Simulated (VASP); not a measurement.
Write the native input for VASP 6.6.1 that does the following.

```
Task                   : single point
Functional             : r2SCAN
Potentials or basis    : VASP PAW PBE potentials, release 64 (Sr_sv, Ti_sv, O)
Cutoff                 : 520 eV
k mesh                 : 6 × 6 × 6
Occupations            : gaussian, width 0.02 eV
Spin                   : no spin polarisation
Hubbard terms          : Ti d U = 4.0 eV
Dipole correction      : no
Further INCAR settings : ALGO = Normal; EDIFF = 1e-06; NBANDS = 28
```

Crystal: SrTiO3.

```
Sr Ti O
1.0
     3.91771    0.00000    0.00000
     0.00000    3.91771    0.00000
     0.23506    0.00000    3.91771
Sr Ti O
1 1 3
Direct
  0.00000 0.00000 0.00000
  0.50000 0.50000 0.50000
  0.50000 0.00000 0.50000
  0.50000 0.50000 0.00000
  0.00000 0.50000 0.50000
```

This cell differs from its parent crystal: shear of c along a, cell held: +6.0 %.

One way to write it, as run:

POSCAR

```
SrTiO3
1.0
    3.9177112476      0.0000000000      0.0000000000
    0.0000000000      3.9177112476      0.0000000000
    0.2350626749      0.0000000000      3.9177112476
Sr Ti O
1 1 3
Direct
    0.0000000000      0.0000000000      0.0000000000
    0.5000000000      0.5000000000      0.5000000000
    0.5000000000      0.0000000000      0.5000000000
    0.5000000000      0.5000000000      0.0000000000
    0.0000000000      0.5000000000      0.5000000000
```

INCAR.step1

```
ALGO = Normal
EDIFF = 1E-4
ENCUT = 520
GGA = PE
ISMEAR = 0
LASPH = True
LCHARG = False
LDAU = True
LDAUJ = 0 0 0
LDAUL = -1 2 -1
LDAUTYPE = 2
LDAUU = 0 4 0
LMAXMIX = 4
LREAL = False
LWAVE = True
NBANDS = 28
NELM = 150
PREC = Accurate
SIGMA = 0.02
```

INCAR.step2

```
ALGO = Normal
EDIFF = 1E-6
ENCUT = 520
ISIF = 2
ISMEAR = 0
ISTART = 1
LASPH = True
LCHARG = False
LDAU = True
LDAUJ = 0 0 0
LDAUL = -1 2 -1
LDAUPRINT = 1
LDAUTYPE = 2
LDAUU = 0 4 0
LMAXMIX = 4
LMIXTAU = True
LREAL = False
LWAVE = False
METAGGA = R2SCAN
NBANDS = 28
NELM = 150
PREC = Accurate
SIGMA = 0.02
```

KPOINTS

```
k-points
0
Gamma
  6 6 6
```

Potentials or basis: VASP PAW PBE potentials, release 64 (Sr_sv, Ti_sv, O).

Command:

```bash
$ cat potpaw_PBE.64/Sr_sv/POTCAR potpaw_PBE.64/Ti_sv/POTCAR potpaw_PBE.64/O/POTCAR > POTCAR
$ cp INCAR.step1 INCAR
$ mpirun -np 1 vasp_std > vasp.out
$ cp INCAR.step2 INCAR
$ mpirun -np 1 vasp_std > vasp.out
```

Results of the run:

| Quantity | Value |
| --- | --- |
| Pressure | 3.3 GPa |
| Band gap on the k mesh | 2.65 eV, indirect (least direct gap 2.95 eV) |

Caveat: the cell differs from its parent crystal (shear of c along a, cell held: +6.0 %); the PAW data sets were made with another functional, which shifts forces and pressure a little.

Wall time 3.6 min on 1 thread of Intel(R) Xeon(R) 6975P-C (Granite Rapids) (shared host), peak memory 0.26 GiB.
